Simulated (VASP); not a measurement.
# KCl (I4/mmm) in VASP: further runs

Runs on KCl. Level: LDA. Tasks: single point.

Everything below comes from runs of VASP 6.6.1. Logs are shortened: lines on timing, memory, paths and dates and some standing lists are left out, and cuts for length are marked.

## 1. The cell of the first run

Symmetry: I4/mmm, No. 139, tetragonal system. The conventional cell has a = 4.463 Å, b = 4.463 Å, c = 6.249 Å, α = 90.00°, β = 90.00°, γ = 90.00°. K (site symmetry 4/mmm) has 6 Cl at 3.12 to 3.16 Å within 4.1 Å. Within 4.1 Å of Cl (site symmetry 4/mmm) lie 6 K at 3.12 to 3.16 Å.

## 2. Single point, LDA (zz strain of -1 %)

The input, INCAR:

```
SYSTEM = KCl
PREC = Accurate ; ENCUT = 520
EDIFF = 1E-6 ; ISMEAR = -1
SIGMA = 0.03 ; LREAL = .False.
LASPH = .True. ; NELM = 100
ALGO = Normal ; ISIF = 2
LWAVE = .False. ; LCHARG = .False.
NBANDS = 15
```

The input, KPOINTS:

```
regular mesh
0
Gamma
  7 7 7
  0 0 0
```

The input, POSCAR:

```
KCl
1.0
    0.0000000000      3.1561000000      3.1245390000
    3.1561000000      0.0000000000      3.1245390000
    3.1561000000      3.1561000000      0.0000000000
K Cl
1 1
Direct
    0.0000000000      0.0000000000      0.0000000000
    0.5000000000      0.5000000000      0.5000000000
```

Potentials or basis: VASP PAW LDA potentials, release 64 (K_sv, Cl).

Started as:

```sh
cat potpaw_LDA.64/K_sv/POTCAR potpaw_LDA.64/Cl/POTCAR > POTCAR
mpirun -np 1 vasp_std > vasp.out
```

OUTCAR:

```text
SYSTEM = KCl
   PREC = Accurate
   ENCUT = 520
   EDIFF = 1E-6
   ISMEAR = -1
   LREAL = .False.
   LASPH = .True.
   NELM = 100
   ISIF = 2

 ion  position               nearest neighbor table
   1  0.000  0.000  0.000-   2 3.12   2 3.12   2 3.16   2 3.16   2 3.16   2 3.16
   2  0.500  0.500  0.500-   1 3.12   1 3.12   1 3.16   1 3.16   1 3.16   1 3.16

  LATTYP: Found a body centered tetragonal cell.
 ALAT       =     4.4633994242
 C/A-ratio  =     1.4000714267

  Lattice vectors:

 A1 = (   0.0000000000,  -3.1561000000,  -3.1245390000)
 A2 = (   0.0000000000,   3.1561000000,  -3.1245390000)
 A3 = (   3.1561000000,   0.0000000000,   3.1245390000)

Analysis of symmetry for initial positions (statically):
=====================================================================
 Subroutine PRICEL returns:
 Original cell was already a primitive cell.

 Routine SETGRP: Setting up the symmetry group for a
 body centered tetragonal supercell.

 Subroutine GETGRP returns: Found 16 space group operations
 (whereof 16 operations were pure point group operations)
 out of a pool of 16 trial point group operations.

The static configuration has the point symmetry D_4h.

Analysis of symmetry for dynamics (positions and initial velocities):
=====================================================================
 Subroutine PRICEL returns:
 Original cell was already a primitive cell.

 Routine SETGRP: Setting up the symmetry group for a
 body centered tetragonal supercell.

 Subroutine GETGRP returns: Found 16 space group operations
 (whereof 16 operations were pure point group operations)
 out of a pool of 16 trial point group operations.

The dynamic configuration has the point symmetry D_4h.

 Subroutine INISYM returns: Found 16 space group operations
 (whereof 16 operations are pure point group operations),
 and found     1 'primitive' translations

----------------------------------------------------------------------------------------

                                     Primitive cell

  volume of cell :      62.2469

  direct lattice vectors                    reciprocal lattice vectors
     0.000000000  3.156100000  3.124539000    -0.158423371  0.158423371  0.160023607
     3.156100000  0.000000000  3.124539000     0.158423371 -0.158423371  0.160023607
     3.156100000  3.156100000  0.000000000     0.158423371  0.158423371 -0.160023607

  length of vectors
     4.441138500  4.441138500  4.463399424     0.275324324  0.275324324  0.275324324

  position of ions in fractional coordinates (direct lattice)
     0.000000000  0.000000000  0.000000000
     0.500000000  0.500000000  0.500000000

  ion indices of the primitive-cell ions
   primitive index   ion index
                 1           1
                 2           2

----------------------------------------------------------------------------------------

 KPOINTS: regular mesh

Automatic generation of k-mesh.
 Grid dimensions read from file:
 generate k-points for:    7    7    7

 Generating k-lattice:

  Cartesian coordinates                     Fractional coordinates (reciprocal lattice)
    -0.022631910  0.022631910  0.022860515     0.142857143  0.000000000  0.000000000
     0.022631910 -0.022631910  0.022860515     0.000000000  0.142857143  0.000000000
     0.022631910  0.022631910 -0.022860515     0.000000000  0.000000000  0.142857143

  Length of vectors
     0.039332046  0.039332046  0.039332046

  Shift w.r.t. Gamma in fractional coordinates (k-lattice)
     0.000000000  0.000000000  0.000000000

 Subroutine IBZKPT returns following result:
 ===========================================

 Found     40 irreducible k-points:

 Following reciprocal coordinates:
            Coordinates               Weight
  0.000000  0.000000  0.000000      1.000000
  0.142857  0.000000  0.000000      8.000000
  0.285714  0.000000  0.000000      8.000000
  0.428571  0.000000  0.000000      8.000000
  0.142857  0.142857  0.000000      2.000000
  0.285714  0.142857  0.000000      8.000000
[... 16 lines left out ...]
  0.428571  0.285714  0.142857      8.000000
 -0.428571  0.285714  0.142857     16.000000
 [... further k-points ...]
   k-points           NKPTS =     40   k-points in BZ     NKDIM =     40   number of bands    NBANDS=     15
   number of dos      NEDOS =    301   number of ions     NIONS =      2
   total plane-waves  NPLWV =  46656
   dimension x,y,z NGX =    36 NGY =   36 NGZ =   36
   dimension x,y,z NGXF=    72 NGYF=   72 NGZF=   72
   ions per type =               1   1
   NGX,Y,Z   is equivalent  to a cutoff of  13.48, 13.48, 13.41 a.u.
   NGXF,Y,Z  is equivalent  to a cutoff of  26.95, 26.95, 26.82 a.u.
 SYSTEM =  KCl
   PREC   = accura    normal or accurate (medium, high low for compatibility)
   ISTART =      0    job   : 0-new  1-cont  2-samecut
   ICHARG =      2    charge: 1-file 2-atom 10-const
   ISPIN  =      1    spin polarized calculation?
   LNONCOLLINEAR =      F non collinear calculations
   LSORBIT =      F    spin-orbit coupling
   LASPH  =      T    aspherical Exc in radial PAW
   ENCUT  =  520.0 eV  38.22 Ry    6.18 a.u.   8.26  8.26  8.30*2*pi/ulx,y,z
   NELM   =    100;   NELMIN=  2; NELMDL= -5     # of ELM steps
   EDIFF  = 0.1E-05   stopping-criterion for ELM
   LREAL  =      F    real-space projection
   EDIFFG = 0.1E-04   stopping-criterion for IOM
   NSW    =      0    number of steps for IOM
   IBRION =     -1    ionic relax: 0-MD 1-quasi-New 2-CG
   NFREE  =      0    steps in history (QN), initial steepest desc. (CG)
   ISIF   =      2    stress and relaxation
   ISYM   =      2    0-nonsym 1-usesym 2-fastsym
   POTIM  = 0.5000    time-step for ionic-motion
   TEBEG  =    0.0;   TEEND  =   0.0 temperature during run
   PSTRESS=    0.0 pullay stress
   NELECT =      16.0000    total number of electrons
   NUPDOWN=      -1.0000    fix difference up-down
   EMIN   =  10.00;   EMAX   =-10.00  energy-range for DOS
   EFERMI =   0.00;   METHOD = LEGACY
   ISMEAR =    -1;   SIGMA  =   0.03  broadening in eV -4-tet -1-fermi 0-gaus
   EFERMI_NEDOS =   21; number of points for ismear=-14 and -15
   IALGO  =     38    algorithm
   IMIX   =      4    mixing-type and parameters
     AMIX     =   0.40;   BMIX     =  1.00
     AMIX_MAG =   1.60;   BMIX_MAG =  1.00
  volume/ion in A,a.u.               =      31.12       210.03
  Fermi-wavevector in a.u.,A,eV,Ry     =   1.040900  1.967016 14.741542  1.083473
  Thomas-Fermi vector in A             =   2.175497
   LORBIT       =      0    0 simple, 1 ext, 2 COOP (PROOUT), +10 PAW based schemes
   GGA     = CA    functional components
   LHFCALC =     F    Hartree Fock is set to
   AEXX    =    0.0000 exact exchange contribution
   IVDW    =     0    specifies the selected vdW correction
   LEPSILON=     F    determine dielectric tensor
   LRPA    =     F    only Hartree local field effects (RPA)
 non-spin polarized calculation
  energy-cutoff  :      520.00
  volume of cell :       62.25
 maximum number of plane-waves:      1692
 NGX is ok and might be reduce to    36
   NGX = 17   NGY = 17   NGZ = 17

 number of electron      15.9999999 magnetization

 Free energy of the ion-electron system (eV)
  ---------------------------------------------------
  ext. energy  EPLUGINS =         0.00000000
  ---------------------------------------------------
  free energy    TOTEN  =        -7.37004972 eV

  energy without entropy =       -7.37004972  energy(sigma->0) =       -7.37004972

 E-fermi :  -1.3447     XC(G=0):  -8.1140

 val. band max:       -2.0748456773   @ k =   0.0000   0.0000   0.0000
 cond. band min:       2.6702873198   @ k =   0.0000   0.0000   0.0000
 fundamental gap:      4.7451329971
 Fermi energy:        -1.3446524617

 k-point     1 :       0.0000    0.0000    0.0000
  band No.  band energies     occupation
      1     -28.9090      2.00000
      2     -14.1066      2.00000
      3     -12.6077      2.00000
      4     -12.6067      2.00000
      5     -12.6067      2.00000
      6      -2.0817      2.00000
      7      -2.0817      2.00000
      8      -2.0748      2.00000
      9       2.6703      0.00000
     10       5.9845      0.00000
     11       5.9845      0.00000
     12       6.0495      0.00000
     13       6.9141      0.00000
     14       6.9659      0.00000
     15      10.3961      0.00000

 k-point     2 :       0.1429    0.0000    0.0000
  band No.  band energies     occupation
      1     -28.9067      2.00000
      2     -14.1475      2.00000
      3     -12.6090      2.00000
      4     -12.6090      2.00000
      5     -12.5558      2.00000
      6      -2.3446      2.00000
      7      -2.1507      2.00000
      8      -2.1471      2.00000
      9       3.1680      0.00000
     10       5.8415      0.00000
     11       6.2448      0.00000
     12       6.2856      0.00000
     13       7.1920      0.00000
     14       7.2480      0.00000
     15      11.1765      0.00000

 k-point     3 :       0.2857    0.0000    0.0000
  band No.  band energies     occupation
      1     -28.9017      2.00000
      2     -14.2313      2.00000
      3     -12.6142      2.00000
      4     -12.6128      2.00000
      5     -12.4483      2.00000
      6      -2.8368      2.00000
      7      -2.2984      2.00000
      8      -2.2967      2.00000
      9       4.2356      0.00000
     10       5.7742      0.00000
     11       6.9712      0.00000
     12       7.0028      0.00000
     13       7.9295      0.00000
     14       7.9970      0.00000
     15      10.9382      0.00000
[... 343 lines left out ...]
 k-point    23 :       0.4286    0.2857    0.1429
  band No.  band energies     occupation
      1     -28.8981      2.00000
      2     -14.1935      2.00000
      3     -12.6601      2.00000
      4     -12.6276      2.00000
      5     -12.4777      2.00000
      6      -2.8912      2.00000
      7      -2.3661      2.00000
      8      -2.3419      2.00000
      9       4.8851      0.00000
     10       5.0973      0.00000
     11       7.7160      0.00000
     12       7.7373      0.00000
     13       8.0731      0.00000
     14       8.5294      0.00000
     15       9.8552      0.00000

 k-point    24 :      -0.4286    0.2857    0.1429
  band No.  band energies     occupation
      1     -28.8952      2.00000
      2     -14.1866      2.00000
      3     -12.6777      2.00000
      4     -12.6475      2.00000
      5     -12.4730      2.00000
      6      -2.9250      2.00000
      7      -2.4994      2.00000
      8      -2.4287      2.00000
      9       5.3362      0.00000
     10       5.7444      0.00000
     11       7.4443      0.00000
     12       8.0273      0.00000
     13       8.5717      0.00000
     14       9.0755      0.00000
     15       9.6385      0.00000

 [... further k-points ...]

------------------------ aborting loop because EDIFF is reached ----------------------------------------

  FORCE on cell =-STRESS in cart. coord.  units (eV):
  Direction    XX          YY          ZZ          XY          YZ          ZX
  --------------------------------------------------------------------------------------
  -------------------------------------------------------------------------------------
  Total       -0.7795211     -0.7795211     -0.6620144      0.0000000     -0.0000000      0.0000000
  in kB      -20.0641617    -20.0641617    -17.0396468      0.0000000     -0.0000000      0.0000000
  external PRESSURE =     -19.0559901 kB  Pullay stress =       0.0000000 kB

 VOLUME and BASIS-vectors are now :
 -----------------------------------------------------------------------------
  energy-cutoff  :      520.00
  volume of cell :       62.25
      direct lattice vectors                 reciprocal lattice vectors
     0.000000000  3.156100000  3.124539000    -0.158423371  0.158423371  0.160023607
     3.156100000  0.000000000  3.124539000     0.158423371 -0.158423371  0.160023607
     3.156100000  3.156100000  0.000000000     0.158423371  0.158423371 -0.160023607

 POSITION                                       TOTAL-FORCE (eV/Angst)
 -----------------------------------------------------------------------------------
      0.00000      0.00000      0.00000         0.000000      0.000000      0.000000
      3.15610      3.15610      3.12454         0.000000      0.000000      0.000000
 -----------------------------------------------------------------------------------
    total drift:                                0.000000      0.000000      0.000000

  FREE ENERGIE OF THE ION-ELECTRON SYSTEM (eV)
  ---------------------------------------------------
  free  energy   TOTEN  =        -7.3700497164 eV

  energy  without entropy=       -7.3700497164  energy(sigma->0) =       -7.37004972
```

Run time: 31 s. Hardware: 1 thread of Intel Xeon Platinum 8259CL at 2.50GHz (Skylake/Cascade Lake), shared host; peak memory 0.19 GiB.

What came out:

| Property | Result |
| --- | --- |
| Free energy | -7.3700 eV |
| Pressure | -1.9 GPa |
| Band gap on the k mesh | 4.75 eV |

Stress tensor (GPa, compression positive):
```
-2.01  0.00  0.00
 0.00 -2.01  0.00
 0.00  0.00 -1.70
```

Caveat: the cell differs from its parent crystal (zz strain of -1 %).

## 3. Single point, LDA (zz strain of +2 %)

The input, INCAR:

```
SYSTEM = KCl
ALGO = Normal
EDIFF = 1E-6
ENCUT = 520
GGA = CA
ISIF = 2
ISMEAR = -1
LASPH = .TRUE.
LCHARG = .FALSE.
LREAL = .FALSE.
LWAVE = .FALSE.
NBANDS = 15
NELM = 80
PREC = Accurate
SIGMA = 0.03
```

The input, KPOINTS:

```
k-points
0
G
  7 7 7
  0 0 0
```

The input, POSCAR:

```
KCl
1.0
    0.0000000000      3.1561000000      3.2192220000
    3.1561000000      0.0000000000      3.2192220000
    3.1561000000      3.1561000000      0.0000000000
K Cl
1 1
Direct
    0.0000000000      0.0000000000      0.0000000000
    0.5000000000      0.5000000000      0.5000000000
```

Potentials or basis: VASP PAW LDA potentials, release 64 (K_sv, Cl).

Started as:

```sh
cat potpaw_LDA.64/K_sv/POTCAR potpaw_LDA.64/Cl/POTCAR > POTCAR
mpirun -np 1 vasp_std > vasp.out
```

Wall time 36 s (1 thread of Intel Xeon Platinum 8259CL at 2.50GHz (Skylake/Cascade Lake), shared host); peak memory 0.18 GiB.

The run converged. Its results:

- Free energy: -7.3449 eV
- Pressure: -2.3 GPa
- Band gap on the k mesh: 4.65 eV

Stress tensor (GPa, compression positive):
```
-2.13  0.00  0.00
 0.00 -2.13  0.00
 0.00  0.00 -2.58
```

Levels at points of the mesh, in eV from the valence-band top:
```tsv
k point	band 5	band 6	band 7	band 8	band 9	band 10	band 11	band 12
(0.00, 0.00, 0.00)	-10.60	-0.01	0.00	0.00	4.65	7.99	8.11	8.11
```

Caveat: the cell differs from its parent crystal (zz strain of +2 %).
